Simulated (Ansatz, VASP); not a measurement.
# Cu: VASP beside Ansatz

Contents of INCAR:

```
SYSTEM = Cu
PREC = Accurate
ENCUT = 700
EDIFF = 1E-6
ISMEAR = 0
SIGMA = 0.15
LREAL = .False.
LASPH = .True.
NELM = 120
ALGO = Normal
ISIF = 2
LWAVE = .False.
LCHARG = .True.
GGA = PE
LELF = .True.
LVHAR = .True.
NBANDS = 26
GGA_COMPAT = .False.
```

The input KPOINTS:

```
Automatic mesh
0
Gamma
  12 12 12
  0 0 0
```

Contents of POSCAR:

```
Cu
1.0
    0.0000000000      0.0000000000     -2.7591133692
    0.0000000000     -2.9510604861      0.0000000000
   -2.9510604861      0.0000000000      0.0000000000
Cu
2
Direct
    0.5000000000      0.5000000000      0.5000000000
    0.0000000000      0.0000000000      0.0000000000
```

Input for Ansatz:

```yaml
crystal:
  lattice:
    - [0.0, 0.0, -2.7591133692]
    - [0.0, -2.9510604861, 0.0]
    - [-2.9510604861, 0.0, 0.0]
  atoms:
    - { symbol: Cu, position: [0.5, 0.5, 0.5] }
    - { symbol: Cu, position: [0.0, 0.0, 0.0] }
basis:
  ecutwfc: 420
kpoints:
  mp_grid: { grid: [12, 12, 12] }
hamiltonian:
  xc: pbe
scf:
  occupations: { method: gaussian, width: 0.15 }
output:
  forces: true
  stress: true
  eigenvalues: true
  write_density: true
  write_potential: true
  elf: true
  volumetric_format: npy
```

Alike in both runs: task single point; functional PBE; k mesh 12 × 12 × 12; occupations gaussian, width 0.15 eV; no spin polarisation.

|  | VASP | Ansatz |
| --- | --- | --- |
| version | VASP 6.6.1 | Ansatz 0.2.0 |
| potentials or method | VASP PAW PBE potentials, release 64 (Cu_sv_GW), cutoff 700 eV | scalar-relativistic, plane waves, PAW |
| valence electrons in the cell | 38 | 38 |

Ansatz gave:

* gap on the k mesh at the Fermi level (eV): none
* pressure (GPa): -0.1
* traceless stress, the component that is largest in VASP (GPa): -0.42

Estimate VASP's values.

gap on the k mesh at the Fermi level (eV): none; pressure (GPa): -5.0; traceless stress, the component that is largest in VASP (GPa): -0.40.

A gap of «none» marks a metal or a gap that the smearing closes. One of these differences is far larger than is usual between the two programs; its cause wasn't traced.
